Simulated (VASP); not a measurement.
Ga3Sb:

```
Ga Sb
1.0
     3.88876    0.00000    0.00000
    -1.94438    3.36777    0.00000
     0.00000    0.00000    6.95090
Ga Sb
3 1
Direct
  0.33333 0.66667 0.22615
  0.66667 0.33333 0.77385
  0.00000 0.00000 0.00000
  0.00000 0.00000 0.50000
```

The cell was generated, and may not be a known phase.

- Program: VASP 6.6.1
- Task: relaxation of cell and atoms
- Functional: PBE
- Potentials or basis: VASP PAW PBE potentials, release 64 (Ga_d, Sb)
- Cutoff: 600 eV
- k mesh: 12 × 12 × 8
- Occupations: gaussian, width 0.1 eV
- Spin: no spin polarisation

At the start: pressure 0.2 GPa; volume 22.76 Å³/atom.

**Question.** Where does the relaxation end?

**Answer.** Over 14 steps the energy falls by 41.9 meV/atom and the volume is 23.20 Å³/atom (+1.9 %); space group P-3m1 (No. 164, to 0.1 Å) before and after.

Step by step:
```csv
step,energy change (eV),largest force (eV/Å),pressure (GPa),volume (Å³)
1,0.0000,0.1868,0.18,91.03
2,-0.0247,0.1472,0.16,91.37
3,-0.0933,0.0404,0.12,92.23
4,-0.1333,0.3095,0.63,93.31
5,-0.1399,0.0901,0.31,92.96
6,-0.1451,0.1773,0.44,93.13
7,-0.1479,0.1058,-0.74,95.48
8,-0.1493,0.1364,-0.30,94.60
9,-0.1554,0.1041,-0.23,94.05
10,-0.1665,0.0325,0.09,92.42
11,-0.1660,0.0040,0.50,91.92
12,-0.1667,0.0297,0.35,92.25
13,-0.1633,0.0819,-0.59,94.01
14,-0.1675,0.0026,0.05,92.79
```

Final structure:
```
CELL_PARAMETERS angstrom
4.20108 0.00000 0.00000
-2.10054 3.63824 0.00000
0.00000 0.00000 6.07102
ATOMIC_POSITIONS crystal
Ga 0.33333 0.66667 0.21933
Ga 0.66667 0.33333 0.78067
Ga 0.00000 0.00000 0.00000
Sb 0.00000 0.00000 0.50000
```
